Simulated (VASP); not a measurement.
# Rh (Pm-3m) in VASP: single point with LDA

Aim: the single point of Rh with LDA.

Program: VASP 6.6.1. These are calculated values, not measurements. Logs are shortened: lines on timing, memory, paths and dates and some standing lists are left out, and cuts for length are marked.

## 1. The cell of the first run

It takes space group Pm-3m (No. 221, cubic). The conventional cell has a = 4.267 Å, b = 4.267 Å, c = 4.267 Å, α = 90.00°, β = 90.00°, γ = 90.00°. Within 4.0 Å of Rh (site symmetry 4/mmm) lie 8 Rh at 3.02 Å.

## 2. Single point, LDA

INCAR reads:

```
SYSTEM = Rh
PREC = Accurate
ENCUT = 520
EDIFF = 1E-6
ISMEAR = 1
SIGMA = 0.15
LREAL = .FALSE.
LASPH = .TRUE.
NELM = 80
ALGO = Normal
ISIF = 2
LWAVE = .FALSE.
LCHARG = .FALSE.
GGA = CA
NBANDS = 30
```

KPOINTS reads:

```
regular mesh
0
G
  6 6 6
  0 0 0
```

POSCAR reads:

```
Rh
1.0
    4.2669450000      0.0000000000      0.0000000000
    0.0000000000      4.2669450000      0.0000000000
    0.0000000000      0.0000000000      4.2669450000
Rh
3
Direct
    0.5000000000      0.0000000000      0.0000000000
    0.0000000000      0.5000000000      0.0000000000
    0.0000000000      0.0000000000      0.5000000000
```

Potentials or basis: VASP PAW LDA potentials, release 64 (Rh_pv).

Run with:

```sh
cat potpaw_LDA.64/Rh_pv/POTCAR > POTCAR
mpirun -np 1 vasp_std > vasp.out
```

OUTCAR:

```text
SYSTEM = Rh
   PREC = Accurate
   ENCUT = 520
   EDIFF = 1E-6
   ISMEAR = 1
   LREAL = .FALSE.
   LASPH = .TRUE.
   NELM = 80
   ISIF = 2
   GGA = CA

 ion  position               nearest neighbor table
   1  0.500  0.000  0.000-   2 3.02   3 3.02   3 3.02   2 3.02   2 3.02   3 3.02   3 3.02   2 3.02

   2  0.000  0.500  0.000-   1 3.02   3 3.02   3 3.02   1 3.02   3 3.02   3 3.02   1 3.02   1 3.02

   3  0.000  0.000  0.500-   1 3.02   2 3.02   1 3.02   2 3.02   2 3.02   2 3.02   1 3.02   1 3.02

  LATTYP: Found a simple cubic cell.
 ALAT       =     4.2669450000

  Lattice vectors:

 A1 = (   4.2669450000,   0.0000000000,   0.0000000000)
 A2 = (   0.0000000000,   4.2669450000,   0.0000000000)
 A3 = (   0.0000000000,   0.0000000000,   4.2669450000)

Analysis of symmetry for initial positions (statically):
=====================================================================
 Subroutine PRICEL returns:
 Original cell was already a primitive cell.

 Routine SETGRP: Setting up the symmetry group for a
 simple cubic supercell.

 Subroutine GETGRP returns: Found 48 space group operations
 (whereof 48 operations were pure point group operations)
 out of a pool of 48 trial point group operations.

The static configuration has the point symmetry O_h .

Analysis of symmetry for dynamics (positions and initial velocities):
=====================================================================
 Subroutine PRICEL returns:
 Original cell was already a primitive cell.

 Routine SETGRP: Setting up the symmetry group for a
 simple cubic supercell.

 Subroutine GETGRP returns: Found 48 space group operations
 (whereof 48 operations were pure point group operations)
 out of a pool of 48 trial point group operations.

The dynamic configuration has the point symmetry O_h .

 Subroutine INISYM returns: Found 48 space group operations
 (whereof 48 operations are pure point group operations),
 and found     1 'primitive' translations

----------------------------------------------------------------------------------------

                                     Primitive cell

  volume of cell :      77.6875

  direct lattice vectors                    reciprocal lattice vectors
     4.266945000  0.000000000  0.000000000     0.234359712  0.000000000  0.000000000
     0.000000000  4.266945000  0.000000000     0.000000000  0.234359712  0.000000000
     0.000000000  0.000000000  4.266945000     0.000000000  0.000000000  0.234359712

  length of vectors
     4.266945000  4.266945000  4.266945000     0.234359712  0.234359712  0.234359712

  position of ions in fractional coordinates (direct lattice)
     0.500000000  0.000000000  0.000000000
     0.000000000  0.500000000  0.000000000
     0.000000000  0.000000000  0.500000000

  ion indices of the primitive-cell ions
   primitive index   ion index
                 1           1
                 2           2
                 3           3

----------------------------------------------------------------------------------------

 KPOINTS: regular mesh

Automatic generation of k-mesh.
 Grid dimensions read from file:
 generate k-points for:    6    6    6

 Generating k-lattice:

  Cartesian coordinates                     Fractional coordinates (reciprocal lattice)
     0.039059952  0.000000000  0.000000000     0.166666667  0.000000000  0.000000000
     0.000000000  0.039059952  0.000000000     0.000000000  0.166666667  0.000000000
     0.000000000  0.000000000  0.039059952     0.000000000  0.000000000  0.166666667

  Length of vectors
     0.039059952  0.039059952  0.039059952

  Shift w.r.t. Gamma in fractional coordinates (k-lattice)
     0.000000000  0.000000000  0.000000000

 Subroutine IBZKPT returns following result:
 ===========================================

 Found     20 irreducible k-points:

 Following reciprocal coordinates:
            Coordinates               Weight
  0.000000  0.000000  0.000000      1.000000
  0.166667  0.000000  0.000000      6.000000
  0.333333  0.000000  0.000000      6.000000
  0.500000  0.000000  0.000000      3.000000
  0.166667  0.166667  0.000000     12.000000
  0.333333  0.166667  0.000000     24.000000
[... 12 lines left out ...]
  0.500000  0.500000  0.333333      6.000000
  0.500000  0.500000  0.500000      1.000000
   k-points           NKPTS =     20   k-points in BZ     NKDIM =     20   number of bands    NBANDS=     30
   number of dos      NEDOS =    301   number of ions     NIONS =      3
   total plane-waves  NPLWV =  32768
   dimension x,y,z NGX =    32 NGY =   32 NGZ =   32
   dimension x,y,z NGXF=    64 NGYF=   64 NGZF=   64
   ions per type =               3
   NGX,Y,Z   is equivalent  to a cutoff of  12.47, 12.47, 12.47 a.u.
   NGXF,Y,Z  is equivalent  to a cutoff of  24.94, 24.94, 24.94 a.u.
 SYSTEM =  Rh
   PREC   = accura    normal or accurate (medium, high low for compatibility)
   ISTART =      0    job   : 0-new  1-cont  2-samecut
   ICHARG =      2    charge: 1-file 2-atom 10-const
   ISPIN  =      1    spin polarized calculation?
   LNONCOLLINEAR =      F non collinear calculations
   LSORBIT =      F    spin-orbit coupling
   LASPH  =      T    aspherical Exc in radial PAW
   ENCUT  =  520.0 eV  38.22 Ry    6.18 a.u.   7.93  7.93  7.93*2*pi/ulx,y,z
   NELM   =     80;   NELMIN=  2; NELMDL= -5     # of ELM steps
   EDIFF  = 0.1E-05   stopping-criterion for ELM
   LREAL  =      F    real-space projection
   EDIFFG = 0.1E-04   stopping-criterion for IOM
   NSW    =      0    number of steps for IOM
   IBRION =     -1    ionic relax: 0-MD 1-quasi-New 2-CG
   NFREE  =      0    steps in history (QN), initial steepest desc. (CG)
   ISIF   =      2    stress and relaxation
   ISYM   =      2    0-nonsym 1-usesym 2-fastsym
   POTIM  = 0.5000    time-step for ionic-motion
   TEBEG  =    0.0;   TEEND  =   0.0 temperature during run
   PSTRESS=    0.0 pullay stress
   NELECT =      45.0000    total number of electrons
   NUPDOWN=      -1.0000    fix difference up-down
   EMIN   =  10.00;   EMAX   =-10.00  energy-range for DOS
   EFERMI =   0.00;   METHOD = LEGACY
   ISMEAR =     1;   SIGMA  =   0.15  broadening in eV -4-tet -1-fermi 0-gaus
   EFERMI_NEDOS =   21; number of points for ismear=-14 and -15
   IALGO  =     38    algorithm
   IMIX   =      4    mixing-type and parameters
     AMIX     =   0.40;   BMIX     =  1.00
     AMIX_MAG =   1.60;   BMIX_MAG =  1.00
  volume/ion in A,a.u.               =      25.90       174.75
  Fermi-wavevector in a.u.,A,eV,Ry     =   1.364673  2.578858 25.338573  1.862333
  Thomas-Fermi vector in A             =   2.490968
   LORBIT       =      0    0 simple, 1 ext, 2 COOP (PROOUT), +10 PAW based schemes
   GGA     = CA    functional components
   LHFCALC =     F    Hartree Fock is set to
   AEXX    =    0.0000 exact exchange contribution
   IVDW    =     0    specifies the selected vdW correction
   LEPSILON=     F    determine dielectric tensor
   LRPA    =     F    only Hartree local field effects (RPA)
 non-spin polarized calculation
 Methfessel and Paxton  Order N= 1 SIGMA  =   0.15
  energy-cutoff  :      520.00
  volume of cell :       77.69
 maximum number of plane-waves:      2176
 NGX is ok and might be reduce to    32
   NGX = 15   NGY = 15   NGZ = 15

 number of electron      44.9999977 magnetization

 Free energy of the ion-electron system (eV)
  ---------------------------------------------------
  ext. energy  EPLUGINS =         0.00000000
  ---------------------------------------------------
  free energy    TOTEN  =       -18.59993262 eV

  energy without entropy =      -18.57777937  energy(sigma->0) =      -18.59254821

 E-fermi :   3.1292     XC(G=0): -10.4946

 val. band max:        3.1277027410   @ k =   0.3333   0.1667   0.0000
 cond. band min:       3.1296142150   @ k =   0.5000   0.3333   0.0000
 fundamental gap:      0.0019114740
 Fermi energy:         3.1292156667

 k-point     1 :       0.0000    0.0000    0.0000
  band No.  band energies     occupation
      1     -42.2899      2.00000
      2     -42.2899      2.00000
      3     -42.2899      2.00000
      4     -42.0726      2.00000
      5     -42.0726      2.00000
      6     -42.0726      2.00000
[... 22 lines left out ...]
     29      11.4433      0.00000
     30      11.4433      0.00000

 k-point     2 :       0.1667    0.0000    0.0000
  band No.  band energies     occupation
      1     -42.2869      2.00000
      2     -42.2869      2.00000
      3     -42.2844      2.00000
      4     -42.0743      2.00000
      5     -42.0743      2.00000
      6     -42.0729      2.00000
[... 22 lines left out ...]
     29      11.5105      0.00000
     30      12.3868      0.00000

 k-point     3 :       0.3333    0.0000    0.0000
  band No.  band energies     occupation
      1     -42.2805      2.00000
      2     -42.2805      2.00000
      3     -42.2722      2.00000
      4     -42.0863      2.00000
      5     -42.0795      2.00000
      6     -42.0795      2.00000
[... 22 lines left out ...]
     29      11.7566      0.00000
     30      12.6725      0.00000

 k-point     4 :       0.5000    0.0000    0.0000
  band No.  band energies     occupation
      1     -42.2772      2.00000
      2     -42.2772      2.00000
      3     -42.2654      2.00000
      4     -42.0938      2.00000
      5     -42.0826      2.00000
      6     -42.0826      2.00000
[... 22 lines left out ...]
     29      12.1692      0.00000
     30      12.5385      0.00000

 k-point     5 :       0.1667    0.1667    0.0000
  band No.  band energies     occupation
      1     -42.2965      2.00000
      2     -42.2838      2.00000
      3     -42.2676      2.00000
      4     -42.0903      2.00000
      5     -42.0751      2.00000
      6     -42.0734      2.00000
[... 22 lines left out ...]
     29      12.0179      0.00000
     30      12.8920      0.00000
[... 394 lines left out ...]
     29       9.7601      0.00000
     30       9.7601      0.00000

 k-point    18 :       0.5000    0.3333    0.3333
  band No.  band energies     occupation
      1     -42.3659      2.00000
      2     -42.2200      2.00000
      3     -42.2104      2.00000
      4     -42.1370      2.00000
      5     -42.1345      2.00000
      6     -42.1274      2.00000
[... 22 lines left out ...]
     29       8.6332      0.00000
     30       9.6232      0.00000

 k-point    19 :       0.5000    0.5000    0.3333
  band No.  band energies     occupation
      1     -42.3756      2.00000
      2     -42.2147      2.00000
      3     -42.2040      2.00000
      4     -42.1439      2.00000
      5     -42.1357      2.00000
      6     -42.1357      2.00000
[... 22 lines left out ...]
     29       9.3863      0.00000
     30       9.4526      0.00000

 k-point    20 :       0.5000    0.5000    0.5000
  band No.  band energies     occupation
      1     -42.3863      2.00000
      2     -42.2040      2.00000
      3     -42.2040      2.00000
      4     -42.1439      2.00000
      5     -42.1439      2.00000
      6     -42.1439      2.00000
[... 22 lines left out ...]
     29       8.5416      0.00000
     30       8.5416      0.00000

------------------------ aborting loop because EDIFF is reached ----------------------------------------

  FORCE on cell =-STRESS in cart. coord.  units (eV):
  Direction    XX          YY          ZZ          XY          YZ          ZX
  --------------------------------------------------------------------------------------
  -------------------------------------------------------------------------------------
  Total      -15.2876157    -15.2876157    -15.2876157     -0.0000000     -0.0000000     -0.0000000
  in kB     -315.2820209   -315.2820209   -315.2820209     -0.0000000     -0.0000000     -0.0000000
  external PRESSURE =    -315.2820209 kB  Pullay stress =       0.0000000 kB

 VOLUME and BASIS-vectors are now :
 -----------------------------------------------------------------------------
  energy-cutoff  :      520.00
  volume of cell :       77.69
      direct lattice vectors                 reciprocal lattice vectors
     4.266945000  0.000000000  0.000000000     0.234359712  0.000000000  0.000000000
     0.000000000  4.266945000  0.000000000     0.000000000  0.234359712  0.000000000
     0.000000000  0.000000000  4.266945000     0.000000000  0.000000000  0.234359712

 POSITION                                       TOTAL-FORCE (eV/Angst)
 -----------------------------------------------------------------------------------
      2.13347      0.00000      0.00000         0.000000      0.000000      0.000000
      0.00000      2.13347      0.00000         0.000000      0.000000      0.000000
      0.00000      0.00000      2.13347         0.000000      0.000000      0.000000
 -----------------------------------------------------------------------------------
    total drift:                                0.000000      0.000000     -0.000000

  FREE ENERGIE OF THE ION-ELECTRON SYSTEM (eV)
  ---------------------------------------------------
  free  energy   TOTEN  =       -18.5999326226 eV

  energy  without entropy=      -18.5777793716  energy(sigma->0) =      -18.59254821
```

Wall time 25 s (1 thread of AMD EPYC 7R13 (Zen 3), shared host); peak memory 0.13 GiB.

Results:

| Property | Result |
| --- | --- |
| Free energy | -18.5999 eV |
| Pressure | -31.5 GPa |

Levels at points of the mesh, in eV from the Fermi level:
| k point | band 19 | band 20 | band 21 | band 22 | band 23 | band 24 | band 25 | band 26 |
| --- | --- | --- | --- | --- | --- | --- | --- | --- |
| (0.00, 0.00, 0.00) | -0.34 | 0.12 | 0.12 | 0.68 | 0.85 | 0.85 | 0.85 | 4.38 |
| (0.50, 0.00, 0.00) | -0.59 | -0.54 | -0.41 | -0.28 | -0.28 | -0.20 | 0.19 | 0.85 |
| (0.50, 0.50, 0.00) | -1.19 | -0.66 | -0.66 | -0.64 | -0.31 | 0.05 | 0.61 | 2.77 |
| (0.50, 0.50, 0.50) | -0.51 | 0.01 | 0.01 | 0.65 | 0.65 | 0.65 | 1.45 | 3.00 |
